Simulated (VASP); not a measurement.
# Ta4N in VASP: notebook

Ta4N is run at these levels: PBE; tasks: single point.

Program: VASP 6.6.1. These are calculated values, not measurements. Logs are shortened: lines on timing, memory, paths and dates and some standing lists are left out, and cuts for length are marked.

### 1 The cell of the first run

The cell holds a slab with vacuum, 5 atoms: a = 3.319 Å, b = 3.319 Å, c = 20.300 Å, α = 90.00°, β = 90.00°, γ = 90.00°.

### 2 Single point, PBE

INCAR

```
SYSTEM = Ta4N
  PREC = Accurate
  ENCUT = 520
  EDIFF = 1E-6
  ISMEAR = 0
  SIGMA = 0.1
  LREAL = .FALSE.
  LASPH = .TRUE.
  NELM = 60
  ALGO = Normal
  ISIF = 2
  LWAVE = .FALSE.
  LCHARG = .TRUE.
  LDIPOL = .TRUE.
  IDIPOL = 3
  DIPOL = 0.5 0.5 0.358
  GGA = PE
  LELF = .TRUE.
  LVHAR = .TRUE.
  LVACPOTAV = .TRUE.
  NBANDS = 32
```

KPOINTS

```
Automatic mesh
0
G
  8 8 1
  0 0 0
```

POSCAR

```
Ta4N
1.0
    3.3189671338      0.0000000000      0.0000000000
    0.0000000000      3.3189671338      0.0000000000
    0.0000000000      0.0000000000     20.2996559829
Ta N
4 1
Direct
    0.5000000000      0.5000000000      0.1970476743
    0.0000000000      0.0000000000      0.2787970186
    0.5000000000      0.5000000000      0.3599139064
    0.0000000000      0.0000000000      0.4334879365
    0.0000000000      0.0000000000      0.5205874838
```

Potentials or basis: VASP PAW PBE potentials, release 64 (Ta_pv, N).

On the command line:

```console
$ cat potpaw_PBE.64/Ta_pv/POTCAR potpaw_PBE.64/N/POTCAR > POTCAR
$ mpirun -np 1 vasp_std > vasp.out
```

OUTCAR:

```text
SYSTEM = Ta4N
   PREC = Accurate
   ENCUT = 520
   EDIFF = 1E-6
   ISMEAR = 0
   LREAL = .FALSE.
   LASPH = .TRUE.
   NELM = 60
   ISIF = 2
   GGA = PE

 ion  position               nearest neighbor table
   1  0.500  0.500  0.197-   2 2.87   2 2.87   2 2.87   2 2.87   3 3.31
   2  0.000  0.000  0.279-   3 2.87   3 2.87   3 2.87   3 2.87   1 2.87   1 2.87   1 2.87   1 2.87
                             4 3.14
   3  0.500  0.500  0.360-   4 2.78   4 2.78   4 2.78   4 2.78   2 2.87   2 2.87   2 2.87   2 2.87
                             1 3.31
   4  0.000  0.000  0.433-   5 1.77   3 2.78   3 2.78   3 2.78   3 2.78   2 3.14
   5  0.000  0.000  0.521-   4 1.77

  LATTYP: Found a simple tetragonal cell.
 ALAT       =     3.3189671338
 C/A-ratio  =     6.1162570054

  Lattice vectors:

 A1 = (   3.3189671338,   0.0000000000,   0.0000000000)
 A2 = (   0.0000000000,   3.3189671338,   0.0000000000)
 A3 = (   0.0000000000,   0.0000000000,  20.2996559829)

Analysis of symmetry for initial positions (statically):
=====================================================================
 Subroutine PRICEL returns:
 Original cell was already a primitive cell.

 Routine SETGRP: Setting up the symmetry group for a
 simple tetragonal supercell.

 Subroutine GETGRP returns: Found  8 space group operations
 (whereof  8 operations were pure point group operations)
 out of a pool of 16 trial point group operations.

The static configuration has the point symmetry C_4v.

Analysis of symmetry for dynamics (positions and initial velocities):
=====================================================================
 Subroutine PRICEL returns:
 Original cell was already a primitive cell.

 Routine SETGRP: Setting up the symmetry group for a
 simple tetragonal supercell.

 Subroutine GETGRP returns: Found  8 space group operations
 (whereof  8 operations were pure point group operations)
 out of a pool of 16 trial point group operations.

The dynamic configuration has the point symmetry C_4v.

 Subroutine INISYM returns: Found  8 space group operations
 (whereof  8 operations are pure point group operations),
 and found     1 'primitive' translations

----------------------------------------------------------------------------------------

                                     Primitive cell

  volume of cell :     223.6117

  direct lattice vectors                    reciprocal lattice vectors
[... 88 lines left out ...]
   NFREE  =      0    steps in history (QN), initial steepest desc. (CG)
   ISIF   =      2    stress and relaxation
   ISYM   =      2    0-nonsym 1-usesym 2-fastsym
   POTIM  = 0.5000    time-step for ionic-motion
   TEBEG  =    0.0;   TEEND  =   0.0 temperature during run
   PSTRESS=    0.0 pullay stress
   NELECT =      49.0000    total number of electrons
   NUPDOWN=      -1.0000    fix difference up-down
   EMIN   =  10.00;   EMAX   =-10.00  energy-range for DOS
   EFERMI =   0.00;   METHOD = LEGACY
   ISMEAR =     0;   SIGMA  =   0.10  broadening in eV -4-tet -1-fermi 0-gaus
   EFERMI_NEDOS =   21; number of points for ismear=-14 and -15
   IALGO  =     38    algorithm
   IMIX   =      4    mixing-type and parameters
     AMIX     =   0.40;   BMIX     =  1.00
     AMIX_MAG =   1.60;   BMIX_MAG =  1.00
  volume/ion in A,a.u.               =      44.72       301.80
  Fermi-wavevector in a.u.,A,eV,Ry     =   0.986981  1.865123 13.253856  0.974131
  Thomas-Fermi vector in A             =   2.118401
   LORBIT       =      0    0 simple, 1 ext, 2 COOP (PROOUT), +10 PAW based schemes
   GGA     = PE    functional components
   LHFCALC =     F    Hartree Fock is set to
   AEXX    =    0.0000 exact exchange contribution
   IVDW    =     0    specifies the selected vdW correction
   LEPSILON=     F    determine dielectric tensor
   LRPA    =     F    only Hartree local field effects (RPA)
 non-spin polarized calculation
 Gauss-broadening in eV      SIGMA  =   0.10
  energy-cutoff  :      520.00
  volume of cell :      223.61
 maximum number of plane-waves:      6059
 NGX is ok and might be reduce to    28
   NGX = 13   NGY = 13   NGZ = 75

 dipolmoment           0.000000      0.000000     -0.020839 electrons x Angstroem

 number of electron      48.9999994 magnetization

 dipolmoment           0.000000      0.000000      0.262576 electrons x Angstroem

 Free energy of the ion-electron system (eV)
  ---------------------------------------------------
  ext. energy  EPLUGINS =         0.00000000
  ---------------------------------------------------
  free energy    TOTEN  =       -49.82517801 eV

  energy without entropy =      -49.77498371  energy(sigma->0) =      -49.80008086

 E-fermi :  -1.8865     XC(G=0):  -5.5905

 val. band max:       -1.9053953169   @ k =   0.2500   0.1250   0.0000
 cond. band min:      -1.8752160317   @ k =   0.1250   0.0000   0.0000
 fundamental gap:      0.0301792852
 Fermi energy:        -1.8865058960

 k-point     1 :       0.0000    0.0000    0.0000
  band No.  band energies     occupation
      1     -36.8808      2.00000
      2     -36.6666      2.00000
      3     -36.6666      2.00000
      4     -35.9921      2.00000
      5     -35.9206      2.00000
      6     -35.9206      2.00000
[... 514 lines left out ...]
     31       2.0558      0.00000
     32       2.0573      0.00000

------------------------ aborting loop because EDIFF is reached ----------------------------------------

  FORCE on cell =-STRESS in cart. coord.  units (eV):
  Direction    XX          YY          ZZ          XY          YZ          ZX
  --------------------------------------------------------------------------------------
  -------------------------------------------------------------------------------------
  Total       -1.4297483     -1.4297483      1.7167393      0.0000000     -0.0000000      0.0000000
  in kB      -10.2441420    -10.2441420     12.3004319      0.0000000     -0.0000000      0.0000000
  external PRESSURE =      -2.7292840 kB  Pullay stress =       0.0000000 kB

 VOLUME and BASIS-vectors are now :
 -----------------------------------------------------------------------------
  energy-cutoff  :      520.00
  volume of cell :      223.61
      direct lattice vectors                 reciprocal lattice vectors
     3.318967134  0.000000000  0.000000000     0.301298555  0.000000000  0.000000000
     0.000000000  3.318967134  0.000000000     0.000000000  0.301298555  0.000000000
     0.000000000  0.000000000 20.299655983     0.000000000  0.000000000  0.049261919

 POSITION                                       TOTAL-FORCE (eV/Angst)
 -----------------------------------------------------------------------------------
      1.65948      1.65948      4.00000         0.000000     -0.000000      1.601481
      0.00000      0.00000      5.65948        -0.000000      0.000000     -1.756927
      1.65948      1.65948      7.30613         0.000000      0.000000     -2.225676
      0.00000      0.00000      8.79966         0.000000      0.000000      2.054959
      0.00000      0.00000     10.56775         0.000000      0.000000      0.326163
 -----------------------------------------------------------------------------------
    total drift:                                0.000000      0.000000      0.000126

  FREE ENERGIE OF THE ION-ELECTRON SYSTEM (eV)
  ---------------------------------------------------
  free  energy   TOTEN  =       -49.8251780063 eV

  energy  without entropy=      -49.7749837059  energy(sigma->0) =      -49.80008086

 vacuum level on the upper side and lower side of the slab         6.336         2.022
```

OSZICAR:

```text
N       E                     dE             d eps       ncg     rms          rms(c)
DAV:   1     0.373597997775E+03    0.37360E+03   -0.26797E+04  1200   0.132E+03
DAV:   2    -0.350207923173E+02   -0.40862E+03   -0.39764E+03  1176   0.346E+02
DAV:   3    -0.569442120975E+02   -0.21923E+02   -0.20853E+02  1216   0.696E+01
[... 23 lines left out ...]
DAV:  27    -0.498251580709E+02   -0.87655E-05   -0.56105E-07   784   0.351E-03    0.522E-03
DAV:  28    -0.498251734409E+02   -0.15370E-04   -0.28338E-06   896   0.731E-03    0.185E-03
DAV:  29    -0.498251764510E+02   -0.30101E-05   -0.28020E-07   776   0.229E-03    0.196E-03
DAV:  30    -0.498251776194E+02   -0.11684E-05   -0.11381E-07   728   0.137E-03    0.130E-03
DAV:  31    -0.498251780063E+02   -0.38688E-06   -0.13381E-07   672   0.113E-03
   1 F= -.49825178E+02 E0= -.49800081E+02  d E =-.501943E-01
```

stdout:

```text
POSCAR found type information on POSCAR TaN
 POSCAR found :  2 types and       5 ions
 scaLAPACK will be used
 LDA part: xc-table for (Slater+PW92), standard interpolation
 POSCAR, INCAR and KPOINTS ok, starting setup
 FFT: planning ... GRIDC
 FFT: planning ... GRID_SOFT
 FFT: planning ... GRID
 WAVECAR not read
 entering main loop
 -----------------------------------------------------------------------------
|                                                                             |
|           W    W    AA    RRRRR   N    N  II  N    N   GGGG   !!!           |
|           W    W   A  A   R    R  NN   N  II  NN   N  G    G  !!!           |
|           W    W  A    A  R    R  N N  N  II  N N  N  G       !!!           |
|           W WW W  AAAAAA  RRRRR   N  N N  II  N  N N  G  GGG   !            |
|           WW  WW  A    A  R   R   N   NN  II  N   NN  G    G                |
|           W    W  A    A  R    R  N    N  II  N    N   GGGG   !!!           |
|                                                                             |
|     Did not find any points to average over, which means that no vacuum     |
|     field-free region was found. Please increase the size of  your cell     |
|     in the dimension of the dipole correction to obtain accurate            |
|     workfunction values.                                                    |
|                                                                             |
 -----------------------------------------------------------------------------
```

Run time: 2.2 min. Hardware: 1 thread of Intel Xeon 6975P-C (Granite Rapids), shared host; peak memory 0.38 GiB.

Results:

```
Free energy   : -49.8252 eV
Largest force : 2.226 eV/Å
```

Forces in eV/Å, atoms in the order of the input:
```
Ta   0.000  0.000  1.601
Ta   0.000  0.000 -1.757
Ta   0.000  0.000 -2.226
Ta   0.000  0.000  2.055
N    0.000  0.000  0.326
```

Levels at points of the mesh, in eV from the Fermi level:
```tsv
k point	band 22	band 23	band 24	band 25	band 26	band 27
(0.00, 0.00, 0.00)	-0.62	-0.08	0.28	0.34	0.34	0.61
(0.50, 0.00, 0.00)	-0.83	-0.68	-0.25	0.54	0.85	0.93
(0.50, 0.50, 0.00)	-1.14	-1.14	-0.20	0.35	0.35	2.07
```

Caveat: spin-orbit coupling is left out, which moves the levels of the heavy elements.

### 3 Single point, PBE

INCAR

```
SYSTEM = Ta4N
PREC = Accurate
ENCUT = 520
EDIFF = 1E-6
ISMEAR = 0
SIGMA = 0.1
LREAL = .False.
LASPH = .True.
NELM = 60
ALGO = Normal
ISIF = 2
LWAVE = .False.
LCHARG = .True.
LDIPOL = .True.
IDIPOL = 3
DIPOL = 0.5 0.5 0.346
GGA = PE
LELF = .True.
LVHAR = .True.
LVACPOTAV = .True.
NBANDS = 32
```

KPOINTS

```
Automatic mesh
0
Gamma
  8 8 1
  0 0 0
```

Edit POSCAR of step 2 so:

```diff
@@ -12,2 +12,2 @@
     0.0000000000      0.0000000000      0.4334879365
-    0.0000000000      0.0000000000      0.5205874838
+    0.5000000000      0.5000000000      0.4613289336
```

Potentials or basis: VASP PAW PBE potentials, release 64 (Ta_pv, N).

On the command line:

```console
$ cat potpaw_PBE.64/Ta_pv/POTCAR potpaw_PBE.64/N/POTCAR > POTCAR
$ mpirun -np 1 vasp_std > vasp.out
```

OUTCAR:

```text
SYSTEM = Ta4N
   PREC = Accurate
   ENCUT = 520
   EDIFF = 1E-6
   ISMEAR = 0
   LREAL = .False.
   LASPH = .True.
   NELM = 60
   ISIF = 2
   GGA = PE

 ion  position               nearest neighbor table
   1  0.500  0.500  0.197-   2 2.87   2 2.87   2 2.87   2 2.87   3 3.31
   2  0.000  0.000  0.279-   3 2.87   3 2.87   3 2.87   3 2.87   1 2.87   1 2.87   1 2.87   1 2.87
                             4 3.14
   3  0.500  0.500  0.360-   5 2.06   4 2.78   4 2.78   4 2.78   4 2.78   2 2.87   2 2.87   2 2.87
                             2 2.87   1 3.31
   4  0.000  0.000  0.433-   5 2.41   5 2.41   5 2.41   5 2.41   3 2.78   3 2.78   3 2.78   3 2.78
                             2 3.14
   5  0.500  0.500  0.461-   3 2.06   4 2.41   4 2.41   4 2.41   4 2.41

  LATTYP: Found a simple tetragonal cell.
 ALAT       =     3.3189671338
 C/A-ratio  =     6.1162570054

  Lattice vectors:

 A1 = (   3.3189671338,   0.0000000000,   0.0000000000)
 A2 = (   0.0000000000,   3.3189671338,   0.0000000000)
 A3 = (   0.0000000000,   0.0000000000,  20.2996559829)

Analysis of symmetry for initial positions (statically):
=====================================================================
 Subroutine PRICEL returns:
 Original cell was already a primitive cell.

 Routine SETGRP: Setting up the symmetry group for a
 simple tetragonal supercell.

 Subroutine GETGRP returns: Found  8 space group operations
 (whereof  8 operations were pure point group operations)
 out of a pool of 16 trial point group operations.

The static configuration has the point symmetry C_4v.

Analysis of symmetry for dynamics (positions and initial velocities):
=====================================================================
 Subroutine PRICEL returns:
 Original cell was already a primitive cell.

 Routine SETGRP: Setting up the symmetry group for a
 simple tetragonal supercell.
[... 124 lines left out ...]
  Thomas-Fermi vector in A             =   2.118401
   LORBIT       =      0    0 simple, 1 ext, 2 COOP (PROOUT), +10 PAW based schemes
   GGA     = PE    functional components
   LHFCALC =     F    Hartree Fock is set to
   AEXX    =    0.0000 exact exchange contribution
   IVDW    =     0    specifies the selected vdW correction
   LEPSILON=     F    determine dielectric tensor
   LRPA    =     F    only Hartree local field effects (RPA)
 non-spin polarized calculation
 Gauss-broadening in eV      SIGMA  =   0.10
  energy-cutoff  :      520.00
  volume of cell :      223.61
 maximum number of plane-waves:      6059
 NGX is ok and might be reduce to    28
   NGX = 13   NGY = 13   NGZ = 75

 dipolmoment           0.000000      0.000000     -0.626750 electrons x Angstroem

 number of electron      48.9999994 magnetization

 dipolmoment           0.000000      0.000000      0.011163 electrons x Angstroem

 Free energy of the ion-electron system (eV)
  ---------------------------------------------------
  ext. energy  EPLUGINS =         0.00000000
  ---------------------------------------------------
  free energy    TOTEN  =       -53.81172585 eV

  energy without entropy =      -53.80308277  energy(sigma->0) =      -53.80740431

 E-fermi :  -0.4405     XC(G=0):  -5.4013

 val. band max:       -0.4999111838   @ k =   0.0000   0.0000   0.0000
 cond. band min:      -0.3996422351   @ k =   0.0000   0.0000   0.0000
 fundamental gap:      0.1002689486
 Fermi energy:        -0.4405451905

 k-point     1 :       0.0000    0.0000    0.0000
  band No.  band energies     occupation
      1     -35.7621      2.00000
      2     -35.7621      2.00000
      3     -35.5832      2.00000
      4     -35.2745      2.00000
      5     -35.0929      2.00000
      6     -35.0929      2.00000
[... 514 lines left out ...]
     31       2.8677      0.00000
     32       3.6527      0.00000

------------------------ aborting loop because EDIFF is reached ----------------------------------------

  FORCE on cell =-STRESS in cart. coord.  units (eV):
  Direction    XX          YY          ZZ          XY          YZ          ZX
  --------------------------------------------------------------------------------------
  -------------------------------------------------------------------------------------
  Total       -8.6659345     -8.6659345      4.3277632      0.0000000      0.0000000      0.0000000
  in kB      -62.0913931    -62.0913931     31.0084096      0.0000000      0.0000000      0.0000000
  external PRESSURE =     -31.0581255 kB  Pullay stress =       0.0000000 kB

 VOLUME and BASIS-vectors are now :
 -----------------------------------------------------------------------------
  energy-cutoff  :      520.00
  volume of cell :      223.61
      direct lattice vectors                 reciprocal lattice vectors
     3.318967134  0.000000000  0.000000000     0.301298555  0.000000000  0.000000000
     0.000000000  3.318967134  0.000000000     0.000000000  0.301298555  0.000000000
     0.000000000  0.000000000 20.299655983     0.000000000  0.000000000  0.049261919

 POSITION                                       TOTAL-FORCE (eV/Angst)
 -----------------------------------------------------------------------------------
      1.65948      1.65948      4.00000         0.000000      0.000000      1.508075
      0.00000      0.00000      5.65948         0.000000     -0.000000     -1.642935
      1.65948      1.65948      7.30613        -0.000000     -0.000000     -4.289348
      0.00000      0.00000      8.79966         0.000000     -0.000000      4.352835
      1.65948      1.65948      9.36482         0.000000      0.000000      0.071374
 -----------------------------------------------------------------------------------
    total drift:                                0.000000      0.000000      0.000137

  FREE ENERGIE OF THE ION-ELECTRON SYSTEM (eV)
  ---------------------------------------------------
  free  energy   TOTEN  =       -53.8117258523 eV

  energy  without entropy=      -53.8030827650  energy(sigma->0) =      -53.80740431

 vacuum level on the upper side and lower side of the slab         3.812         3.626
```

OSZICAR:

```text
N       E                     dE             d eps       ncg     rms          rms(c)
DAV:   1     0.377378886868E+03    0.37738E+03   -0.26862E+04  1200   0.132E+03
DAV:   2    -0.370095129208E+02   -0.41439E+03   -0.40230E+03  1176   0.349E+02
DAV:   3    -0.601574348406E+02   -0.23148E+02   -0.22340E+02  1240   0.716E+01
DAV:   4    -0.611876831707E+02   -0.10302E+01   -0.10155E+01  1336   0.140E+01
[... 18 lines left out ...]
DAV:  23    -0.538116882226E+02   -0.26481E-04   -0.31822E-06   920   0.974E-03    0.427E-03
DAV:  24    -0.538117162930E+02   -0.28070E-04   -0.61689E-06  1104   0.118E-02    0.127E-03
DAV:  25    -0.538117230665E+02   -0.67735E-05   -0.74721E-07   832   0.464E-03    0.766E-04
DAV:  26    -0.538117249619E+02   -0.18955E-05   -0.19173E-07   760   0.209E-03    0.569E-04
DAV:  27    -0.538117258523E+02   -0.89038E-06   -0.99372E-08   712   0.146E-03
   1 F= -.53811726E+02 E0= -.53807404E+02  d E =-.864309E-02
```

stdout:

```text
POSCAR found type information on POSCAR TaN
 POSCAR found :  2 types and       5 ions
 scaLAPACK will be used
 LDA part: xc-table for (Slater+PW92), standard interpolation
 POSCAR, INCAR and KPOINTS ok, starting setup
 FFT: planning ... GRIDC
 FFT: planning ... GRID_SOFT
 FFT: planning ... GRID
 WAVECAR not read
 entering main loop
 -----------------------------------------------------------------------------
|                                                                             |
|           W    W    AA    RRRRR   N    N  II  N    N   GGGG   !!!           |
|           W    W   A  A   R    R  NN   N  II  NN   N  G    G  !!!           |
|           W    W  A    A  R    R  N N  N  II  N N  N  G       !!!           |
|           W WW W  AAAAAA  RRRRR   N  N N  II  N  N N  G  GGG   !            |
|           WW  WW  A    A  R   R   N   NN  II  N   NN  G    G                |
|           W    W  A    A  R    R  N    N  II  N    N   GGGG   !!!           |
|                                                                             |
|     Did not find any points to average over, which means that no vacuum     |
|     field-free region was found. Please increase the size of  your cell     |
|     in the dimension of the dipole correction to obtain accurate            |
|     workfunction values.                                                    |
|                                                                             |
 -----------------------------------------------------------------------------
```

Wall time 2 min (1 thread of Intel Xeon 6975P-C (Granite Rapids), shared host); peak memory 0.38 GiB.

Results:

- Free energy: -53.8117 eV
- Largest force: 4.353 eV/Å

Forces in eV/Å, atoms in the order of the input:
```
Ta   0.000  0.000  1.508
Ta   0.000  0.000 -1.643
Ta   0.000  0.000 -4.289
Ta   0.000  0.000  4.353
N    0.000  0.000  0.071
```

Caveat: spin-orbit coupling is left out, which moves the levels of the heavy elements.
